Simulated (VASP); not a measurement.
# InSb3 (R-3m) in VASP: further runs

The runs below take InSb3 through single point, with PBEsol.

Everything below comes from runs of VASP 6.6.1. Logs are shortened: lines on timing, memory, paths and dates and some standing lists are left out, and cuts for length are marked.

### Step 1. The cell of the first run

Symmetry: R-3m, No. 166, trigonal system. The conventional cell has a = 6.643 Å, b = 6.643 Å, c = 7.562 Å, α = 90.00°, β = 90.00°, γ = 120.00°. In (site symmetry -3m) has 12 Sb at 3.17 to 3.32 Å within 4.2 Å. Within 4.2 Å of Sb (site symmetry 2/m) lie 8 Sb at 3.17 to 3.32 Å and 4 In at 3.17 to 3.32 Å.

### Step 2. Single point, PBEsol

Input file INCAR:

```
SYSTEM = InSb3
  PREC = Accurate
  ENCUT = 520
  EDIFF = 1E-6
  ISMEAR = 0
  SIGMA = 0.15
  LREAL = .FALSE.
  LASPH = .TRUE.
  NELM = 60
  ALGO = Normal
  ISIF = 2
  LWAVE = .FALSE.
  LCHARG = .TRUE.
  GGA = PS
  LELF = .TRUE.
  LVHAR = .TRUE.
  NBANDS = 22
```

Input file KPOINTS:

```
regular mesh
0
G
  8 8 8
  0 0 0
```

Input file POSCAR:

```
InSb3
1.0
    4.5866084372     -0.1104095949     -0.1104095949
   -0.1104095949      4.5866084372     -0.1104095949
   -0.1104095949     -0.1104095949      4.5866084372
In Sb
1 3
Direct
    0.0000000000      0.0000000000      0.0000000000
    0.5000000000      0.0000000000      0.5000000000
    0.0000000000      0.5000000000      0.5000000000
    0.5000000000      0.5000000000      0.0000000000
```

Potentials or basis: VASP PAW PBE potentials, release 64 (In_d, Sb).

The run is started by

```console
> cat potpaw_PBE.64/In_d/POTCAR potpaw_PBE.64/Sb/POTCAR > POTCAR
> mpirun -np 1 vasp_std > vasp.out
```

OUTCAR:

```text
SYSTEM = InSb3
   PREC = Accurate
   ENCUT = 520
   EDIFF = 1E-6
   ISMEAR = 0
   LREAL = .FALSE.
   LASPH = .TRUE.
   NELM = 60
   ISIF = 2
   GGA = PS

 ion  position               nearest neighbor table
   1  0.000  0.000  0.000-   4 3.17   4 3.17   2 3.17   3 3.17   2 3.17   3 3.17   4 3.32   2 3.32
                             2 3.32   4 3.32   3 3.32   3 3.32
   2  0.500  0.000  0.500-   3 3.17   3 3.17   4 3.17   4 3.17   1 3.17   1 3.17   4 3.32   1 3.32
                             1 3.32   3 3.32   4 3.32   3 3.32
   3  0.000  0.500  0.500-   2 3.17   2 3.17   4 3.17   1 3.17   4 3.17   1 3.17   2 3.32   1 3.32
                             2 3.32   4 3.32   4 3.32   1 3.32
   4  0.500  0.500  0.000-   1 3.17   1 3.17   3 3.17   2 3.17   3 3.17   2 3.17   2 3.32   2 3.32
                             1 3.32   3 3.32   3 3.32   1 3.32

  LATTYP: Found a trigonal (rhomboedric) cell.
 ALAT       =     4.5892654656
 COS(alpha) =    -0.0475097999

  Lattice vectors:

 A1 = (   4.5866084372,  -0.1104095949,  -0.1104095949)
 A2 = (  -0.1104095949,   4.5866084372,  -0.1104095949)
 A3 = (  -0.1104095949,  -0.1104095949,   4.5866084372)

Analysis of symmetry for initial positions (statically):
=====================================================================
 Subroutine PRICEL returns:
 Original cell was already a primitive cell.

 Routine SETGRP: Setting up the symmetry group for a
 trigonal (rhombohedral) supercell.

 Subroutine GETGRP returns: Found 12 space group operations
 (whereof 12 operations were pure point group operations)
 out of a pool of 12 trial point group operations.

The static configuration has the point symmetry D_3d.

Analysis of symmetry for dynamics (positions and initial velocities):
=====================================================================
 Subroutine PRICEL returns:
 Original cell was already a primitive cell.

 Routine SETGRP: Setting up the symmetry group for a
 trigonal (rhombohedral) supercell.

 Subroutine GETGRP returns: Found 12 space group operations
 (whereof 12 operations were pure point group operations)
 out of a pool of 12 trial point group operations.

The dynamic configuration has the point symmetry D_3d.

 Subroutine INISYM returns: Found 12 space group operations
 (whereof 12 operations are pure point group operations),
 and found     1 'primitive' translations

----------------------------------------------------------------------------------------

                                     Primitive cell

  volume of cell :      96.3179

  direct lattice vectors                    reciprocal lattice vectors
     4.586608437 -0.110409595 -0.110409595     0.218285243  0.005384208  0.005384208
    -0.110409595  4.586608437 -0.110409595     0.005384208  0.218285243  0.005384208
    -0.110409595 -0.110409595  4.586608437     0.005384208  0.005384208  0.218285243

  length of vectors
     4.589265466  4.589265466  4.589265466     0.218418009  0.218418009  0.218418009

  position of ions in fractional coordinates (direct lattice)
     0.000000000  0.000000000  0.000000000
     0.500000000  1.000000000  0.500000000
     1.000000000  0.500000000  0.500000000
     0.500000000  0.500000000  0.000000000

  ion indices of the primitive-cell ions
   primitive index   ion index
                 1           1
                 2           2
                 3           3
                 4           4

----------------------------------------------------------------------------------------

 KPOINTS: regular mesh

Automatic generation of k-mesh.
 Grid dimensions read from file:
 generate k-points for:    8    8    8

 Generating k-lattice:

  Cartesian coordinates                     Fractional coordinates (reciprocal lattice)
     0.027285655  0.000673026  0.000673026     0.125000000 -0.000000000  0.000000000
     0.000673026  0.027285655  0.000673026    -0.000000000  0.125000000  0.000000000
     0.000673026  0.000673026  0.027285655     0.000000000  0.000000000  0.125000000

  Length of vectors
     0.027302251  0.027302251  0.027302251

  Shift w.r.t. Gamma in fractional coordinates (k-lattice)
     0.000000000  0.000000000  0.000000000

 Subroutine IBZKPT returns following result:
 ===========================================

 Found     65 irreducible k-points:

 Following reciprocal coordinates:
            Coordinates               Weight
  0.000000  0.000000  0.000000      1.000000
  0.125000 -0.000000 -0.000000      6.000000
  0.250000 -0.000000 -0.000000      6.000000
  0.375000 -0.000000 -0.000000      6.000000
  0.500000 -0.000000 -0.000000      3.000000
  0.125000  0.125000 -0.000000      6.000000
[... 16 lines left out ...]
  0.250000  0.125000  0.125000      6.000000
  0.375000  0.125000  0.125000      6.000000
 [... further k-points ...]
   k-points           NKPTS =     65   k-points in BZ     NKDIM =     65   number of bands    NBANDS=     22
   number of dos      NEDOS =    301   number of ions     NIONS =      4
   total plane-waves  NPLWV =  46656
   dimension x,y,z NGX =    36 NGY =   36 NGZ =   36
   dimension x,y,z NGXF=    72 NGYF=   72 NGZF=   72
   ions per type =               1   3
   NGX,Y,Z   is equivalent  to a cutoff of  13.04, 13.04, 13.04 a.u.
   NGXF,Y,Z  is equivalent  to a cutoff of  26.08, 26.08, 26.08 a.u.
 SYSTEM =  InSb3
   PREC   = accura    normal or accurate (medium, high low for compatibility)
   ISTART =      0    job   : 0-new  1-cont  2-samecut
   ICHARG =      2    charge: 1-file 2-atom 10-const
   ISPIN  =      1    spin polarized calculation?
   LNONCOLLINEAR =      F non collinear calculations
   LSORBIT =      F    spin-orbit coupling
   LASPH  =      T    aspherical Exc in radial PAW
   ENCUT  =  520.0 eV  38.22 Ry    6.18 a.u.   8.53  8.53  8.53*2*pi/ulx,y,z
   NELM   =     60;   NELMIN=  2; NELMDL= -5     # of ELM steps
   EDIFF  = 0.1E-05   stopping-criterion for ELM
   LREAL  =      F    real-space projection
   EDIFFG = 0.1E-04   stopping-criterion for IOM
   NSW    =      0    number of steps for IOM
   IBRION =     -1    ionic relax: 0-MD 1-quasi-New 2-CG
   NFREE  =      0    steps in history (QN), initial steepest desc. (CG)
   ISIF   =      2    stress and relaxation
   ISYM   =      2    0-nonsym 1-usesym 2-fastsym
   POTIM  = 0.5000    time-step for ionic-motion
   TEBEG  =    0.0;   TEEND  =   0.0 temperature during run
   PSTRESS=    0.0 pullay stress
   NELECT =      28.0000    total number of electrons
   NUPDOWN=      -1.0000    fix difference up-down
   EMIN   =  10.00;   EMAX   =-10.00  energy-range for DOS
   EFERMI =   0.00;   METHOD = LEGACY
   ISMEAR =     0;   SIGMA  =   0.15  broadening in eV -4-tet -1-fermi 0-gaus
   EFERMI_NEDOS =   21; number of points for ismear=-14 and -15
   IALGO  =     38    algorithm
   IMIX   =      4    mixing-type and parameters
     AMIX     =   0.40;   BMIX     =  1.00
     AMIX_MAG =   1.60;   BMIX_MAG =  1.00
  volume/ion in A,a.u.               =      24.08       162.50
  Fermi-wavevector in a.u.,A,eV,Ry     =   1.084489  2.049387 16.002031  1.176116
  Thomas-Fermi vector in A             =   2.220580
   LORBIT       =      0    0 simple, 1 ext, 2 COOP (PROOUT), +10 PAW based schemes
   GGA     = PS    functional components
   LHFCALC =     F    Hartree Fock is set to
   AEXX    =    0.0000 exact exchange contribution
   IVDW    =     0    specifies the selected vdW correction
   LEPSILON=     F    determine dielectric tensor
   LRPA    =     F    only Hartree local field effects (RPA)
 non-spin polarized calculation
 Gauss-broadening in eV      SIGMA  =   0.15
  energy-cutoff  :      520.00
  volume of cell :       96.32
 maximum number of plane-waves:      2625
 NGX is ok and might be reduce to    36
   NGX = 17   NGY = 17   NGZ = 17

 number of electron      27.9999995 magnetization

 Free energy of the ion-electron system (eV)
  ---------------------------------------------------
  ext. energy  EPLUGINS =         0.00000000
  ---------------------------------------------------
  free energy    TOTEN  =       -15.82563695 eV

  energy without entropy =      -15.80429265  energy(sigma->0) =      -15.81496480

 E-fermi :   9.5377     XC(G=0): -10.8134

 val. band max:        9.5248330483   @ k =  -0.3750   0.1250   0.1250
 cond. band min:       9.5433078180   @ k =  -0.2500   0.2500   0.0000
 fundamental gap:      0.0184747697
 Fermi energy:         9.5376585303

 k-point     1 :       0.0000    0.0000    0.0000
  band No.  band energies     occupation
      1      -5.0860      2.00000
      2      -5.0860      2.00000
      3      -5.0495      2.00000
      4      -5.0480      2.00000
      5      -5.0480      2.00000
      6      -3.7505      2.00000
[... 14 lines left out ...]
     21      14.2170      0.00000
     22      15.2650      0.00000

 k-point     2 :       0.1250   -0.0000   -0.0000
  band No.  band energies     occupation
      1      -5.0848      2.00000
      2      -5.0829      2.00000
      3      -5.0519      2.00000
      4      -5.0509      2.00000
      5      -5.0477      2.00000
      6      -3.6406      2.00000
[... 14 lines left out ...]
     21      14.9074      0.00000
     22      15.4304      0.00000

 k-point     3 :       0.2500   -0.0000   -0.0000
  band No.  band energies     occupation
      1      -5.0826      2.00000
      2      -5.0773      2.00000
      3      -5.0575      2.00000
      4      -5.0574      2.00000
      5      -5.0459      2.00000
      6      -3.3137      2.00000
[... 14 lines left out ...]
     21      15.2093      0.00000
     22      15.7884      0.00000

 k-point     4 :       0.3750   -0.0000   -0.0000
  band No.  band energies     occupation
      1      -5.0823      2.00000
      2      -5.0761      2.00000
      3      -5.0620      2.00000
      4      -5.0600      2.00000
      5      -5.0433      2.00000
      6      -2.7949      2.00000
[... 14 lines left out ...]
     21      14.8542      0.00000
     22      15.2544      0.00000

 k-point     5 :       0.5000   -0.0000   -0.0000
  band No.  band energies     occupation
      1      -5.0831      2.00000
      2      -5.0773      2.00000
      3      -5.0630      2.00000
      4      -5.0598      2.00000
      5      -5.0418      2.00000
      6      -2.3524      2.00000
[... 14 lines left out ...]
     21      14.3647      0.00000
     22      15.6900      0.00000

 k-point     6 :       0.1250    0.1250   -0.0000
  band No.  band energies     occupation
      1      -5.0819      2.00000
      2      -5.0809      2.00000
      3      -5.0544      2.00000
      4      -5.0520      2.00000
      5      -5.0494      2.00000
      6      -3.5189      2.00000
[... 14 lines left out ...]
     21      14.9441      0.00000
     22      15.2053      0.00000

 k-point     7 :       0.2500    0.1250   -0.0000
  band No.  band energies     occupation
      1      -5.0802      2.00000
      2      -5.0758      2.00000
      3      -5.0617      2.00000
      4      -5.0569      2.00000
      5      -5.0478      2.00000
      6      -3.1788      2.00000
[... 324 lines left out ...]
      6      -1.9174      2.00000
[... 14 lines left out ...]
     21      16.5903      0.00000
     22      16.8112      0.00000

 k-point    21 :       0.5000    0.5000   -0.0000
  band No.  band energies     occupation
      1      -5.1320      2.00000
      2      -5.0759      2.00000
      3      -5.0693      2.00000
      4      -5.0541      2.00000
      5      -5.0221      2.00000
      6      -0.7942      2.00000
[... 14 lines left out ...]
     21      15.8024      0.00000
     22      17.0439      0.00000

 k-point    22 :       0.1250    0.1250    0.1250
  band No.  band energies     occupation
      1      -5.0782      2.00000
      2      -5.0782      2.00000
      3      -5.0554      2.00000
      4      -5.0535      2.00000
      5      -5.0535      2.00000
      6      -3.3853      2.00000
[... 14 lines left out ...]
     21      14.4984      0.00000
     22      15.6488      0.00000

 k-point    23 :       0.2500    0.1250    0.1250
  band No.  band energies     occupation
      1      -5.0768      2.00000
      2      -5.0735      2.00000
      3      -5.0619      2.00000
      4      -5.0600      2.00000
      5      -5.0512      2.00000
      6      -3.0322      2.00000
[... 14 lines left out ...]
     21      14.9735      0.00000
     22      15.2384      0.00000

 k-point    24 :       0.3750    0.1250    0.1250
  band No.  band energies     occupation
      1      -5.0816      2.00000
      2      -5.0794      2.00000
      3      -5.0613      2.00000
      4      -5.0612      2.00000
      5      -5.0462      2.00000
      6      -2.4904      2.00000
[... 14 lines left out ...]
     21      14.6317      0.00000
     22      15.5394      0.00000

 [... further k-points ...]

------------------------ aborting loop because EDIFF is reached ----------------------------------------

  FORCE on cell =-STRESS in cart. coord.  units (eV):
  Direction    XX          YY          ZZ          XY          YZ          ZX
  --------------------------------------------------------------------------------------
  -------------------------------------------------------------------------------------
  Total        4.3069320      4.3069320      4.3069320      0.5798744      0.5798744      0.5798744
  in kB       71.6426059     71.6426059     71.6426059      9.6457782      9.6457782      9.6457782
  external PRESSURE =      71.6426059 kB  Pullay stress =       0.0000000 kB

 VOLUME and BASIS-vectors are now :
 -----------------------------------------------------------------------------
  energy-cutoff  :      520.00
  volume of cell :       96.32
      direct lattice vectors                 reciprocal lattice vectors
     4.586608437 -0.110409595 -0.110409595     0.218285243  0.005384208  0.005384208
    -0.110409595  4.586608437 -0.110409595     0.005384208  0.218285243  0.005384208
    -0.110409595 -0.110409595  4.586608437     0.005384208  0.005384208  0.218285243

 POSITION                                       TOTAL-FORCE (eV/Angst)
 -----------------------------------------------------------------------------------
      0.00000      0.00000      0.00000        -0.000000      0.000000      0.000000
      2.23810     -0.11041      2.23810        -0.000000     -0.000000      0.000000
     -0.11041      2.23810      2.23810         0.000000      0.000000      0.000000
      2.23810      2.23810     -0.11041         0.000000     -0.000000      0.000000
 -----------------------------------------------------------------------------------
    total drift:                               -0.000000     -0.000000     -0.000000

  FREE ENERGIE OF THE ION-ELECTRON SYSTEM (eV)
  ---------------------------------------------------
  free  energy   TOTEN  =       -15.8256369512 eV

  energy  without entropy=      -15.8042926478  energy(sigma->0) =      -15.81496480
```

It took 1.9 min on 1 thread of Intel Xeon 8259CL, shared host; peak memory 0.29 GiB.

What came out:

| Quantity | Value |
| --- | --- |
| Free energy | -15.8256 eV |
| Pressure | 7.2 GPa |
| Band gap on the k mesh | zero (bands 14 and 15 overlap by 4.91 eV) |

Stress tensor (GPa, compression positive):
```
7.16 0.96 0.96
0.96 7.16 0.96
0.96 0.96 7.16
```

Caveat: the cell stands under pressure; the PAW data sets were made with another functional, which shifts forces and pressure a little; spin-orbit coupling is left out, which moves the levels of the heavy elements.

### Step 3. Single point, PBEsol

This run uses another cell than the first one, of 26.34 Å³/atom.

Input file INCAR:

```
ALGO     = Normal         # electronic algorithm
EDIFF    = 1E-6           # SCF threshold, eV
ENCUT    = 520            # plane-wave cutoff, eV
GGA      = PS             # functional
ISIF     = 2              # what is computed and relaxed
ISMEAR   = 0              # smearing method
LASPH    = True           # aspherical terms in the spheres
LCHARG   = True           # write CHGCAR
LELF     = True           # ELF
LREAL    = False          # projectors in reciprocal space
LVHAR    = True         
LWAVE    = False          # write WAVECAR
NBANDS   = 22             # bands
NELM     = 60             # most SCF steps
PREC     = Accurate       # precision mode
SIGMA    = 0.15           # smearing width, eV
```

Input file KPOINTS:

```
k-points
0
Gamma
  8 8 8
```

Input file POSCAR:

```
InSb3
1.0
    4.7284623064      0.1654961807      0.1654961807
    0.1654961807      4.7284623064      0.1654961807
    0.1654961807      0.1654961807      4.7284623064
In Sb
1 3
Direct
    0.0000000000      0.0000000000      0.0000000000
    0.5000000000      0.0000000000      0.5000000000
    0.0000000000      0.5000000000      0.5000000000
    0.5000000000      0.5000000000      0.0000000000
```

Potentials or basis: VASP PAW PBE potentials, release 64 (In_d, Sb).

The run is started by

```console
> cat potpaw_PBE.64/In_d/POTCAR potpaw_PBE.64/Sb/POTCAR > POTCAR
> mpirun -np 1 vasp_std > vasp.out
```

Wall time 2.3 min (1 thread of Intel Xeon 8259CL, shared host); peak memory 0.3 GiB.

It converged, with:

```yaml
Free_energy: -15.9667 eV
Pressure: 0.8 GPa
Band_gap_on_the_k_mesh: zero (bands 14 and 15 overlap by 4.06 eV)
```

Stress tensor (GPa, compression positive):
```
 0.78 -1.36 -1.36
-1.36  0.78 -1.36
-1.36 -1.36  0.78
```

Levels at points of the mesh, in eV from the Fermi level:
```
           k point  band 12  band 13  band 14  band 15  band 16  band 17
(0.00, 0.00, 0.00)    -3.54     0.01     0.01     1.16     1.39     2.49
(0.50, 0.00, 0.00)    -2.32    -1.96    -1.09    -0.85     1.45     2.39
(0.50, 0.50, 0.00)    -1.59    -1.42    -1.06    -0.87     0.04     1.20
(0.50, 0.50, 0.50)    -5.13    -4.78     3.19     3.19     3.92     4.44
```

Caveat: the PAW data sets were made with another functional, which shifts forces and pressure a little; spin-orbit coupling is left out, which moves the levels of the heavy elements.

(Continued in part 2 of 2.)
